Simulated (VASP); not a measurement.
Input of a VASP 6.6.1 run:

File INCAR:

```
SYSTEM = Al
PREC = Accurate
ENCUT = 520
EDIFF = 1E-6
ISMEAR = 0
SIGMA = 0.15
LREAL = .FALSE.
LASPH = .TRUE.
NELM = 100
ALGO = Normal
ISIF = 2
LWAVE = .FALSE.
LCHARG = .TRUE.
GGA = PE
IVDW = 12
LELF = .TRUE.
LVHAR = .TRUE.
NBANDS = 14
```

KPOINTS

```
Automatic mesh
0
G
  18 18 6
  0 0 0
```

POSCAR

```
Al
1.0
    2.9514198798      0.0000000000      0.0000000000
   -1.4757099399      2.5560045931      0.0000000000
    0.0000000000      0.0000000000      8.9439828037
Al
4
Direct
    0.0000000000      0.0000000000      0.0000000000
    0.3333333333      0.6666666667      0.2500000000
    0.0000000000      0.0000000000      0.5000000000
    0.6666666667      0.3333333333      0.7500000000
```

Potentials or basis: VASP PAW PBE potentials, release 64 (Al).

Launch:

```sh
$ cat potpaw_PBE.64/Al/POTCAR > POTCAR
$ mpirun -np 1 vasp_std > vasp.out
```

**Question.** What does it give for the pressure?

**Answer.** -4.1 GPa.

**Question.** Predict the dispersion energy per atom.

**Answer.** -0.329 eV.

Stress tensor (GPa, compression positive):
```
-5.51  0.00  0.00
 0.00 -5.51  0.00
 0.00  0.00 -1.16
```

Caveat: the cell stands under tension.
